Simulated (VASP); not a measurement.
Input of a VASP 6.6.1 run:

INCAR

```
SYSTEM = BN
ALGO = Normal ; EDIFF = 1E-6
ENCUT = 600 ; GGA = CA
GGA_COMPAT = .False. ; ISIF = 2
ISMEAR = 0 ; LASPH = .True.
LCHARG = .False. ; LREAL = .False.
LWAVE = .False. ; NBANDS = 11
NELM = 120 ; PREC = Accurate
SIGMA = 0.01
```

Contents of KPOINTS:

```
k-points
0
Gamma
  12 12 12
  0 0 0
```

Contents of POSCAR:

```
BN
1.0
    0.0000000000      1.7996700000      1.7996700000
    1.7996700000      0.0000000000      1.7996700000
    1.7996700000      1.7996700000      0.0000000000
B N
1 1
Direct
    0.0000000000      0.0000000000      0.0000000000
    0.2500000000      0.2500000000      0.2500000000
```

Potentials or basis: VASP PAW LDA potentials, release 64 (B, N).

Launch:

```console
$ cat potpaw_LDA.64/B/POTCAR potpaw_LDA.64/N/POTCAR > POTCAR
$ mpirun -np 1 vasp_std > vasp.out
```

Task: Predict the pressure.

Result: -5.4 GPa.

Task: Estimate the band gap on the k mesh.

Result: 4.36 eV (least direct gap 8.75 eV).

Caveat: the cell stands under tension. A k mesh can miss the band edges.
